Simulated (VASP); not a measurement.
Set up this calculation in VASP 6.6.1, as the native input.

- Task: single point
- Functional: PBEsol
- Potentials or basis: VASP PAW PBE potentials, release 64 (Mg)
- Cutoff: 520 eV
- k mesh: 8 × 8 × 5
- Occupations: fermi-dirac, width 0.05 eV
- Spin: no spin polarisation
- Dipole correction: no
- Further INCAR settings: ALGO = Fast; EDIFF = 1e-06; NBANDS = 9

The structure of Mg lies in POSCAR:

```
Mg
1.0
    3.2093000000      0.0000000000      0.0000000000
   -1.6046500000      2.7793353284      0.0000000000
    0.0000000000      0.0000000000      5.1581970000
Mg
2
Direct
    0.6666666667      0.3333333333      0.7500000000
    0.3333333333      0.6666666667      0.2500000000
```

One way to write it, as run:

INCAR

```
SYSTEM = Mg
ALGO = Fast
EDIFF = 1E-6
ENCUT = 520
GGA = PS
ISIF = 2
ISMEAR = -1
LASPH = .TRUE.
LCHARG = .FALSE.
LREAL = .FALSE.
LWAVE = .FALSE.
NBANDS = 9
NELM = 80
PREC = Accurate
SIGMA = 0.05
```

KPOINTS

```
k-points
0
G
  8 8 5
  0 0 0
```

Potentials or basis: VASP PAW PBE potentials, release 64 (Mg).

Run with:

```sh
$ cat potpaw_PBE.64/Mg/POTCAR > POTCAR
$ mpirun -np 1 vasp_std > vasp.out
```

Results of the run:

- Pressure: -0.8 GPa
- Band gap on the k mesh: zero (band 2 reaches 3.55 eV, above the bottom of band 3 at 1.44 eV)

Caveat: the PAW data sets were made with another functional, which shifts forces and pressure a little.

It took 17 s on 1 thread of AMD EPYC 7R13 (shared host), peak memory 0.12 GiB.
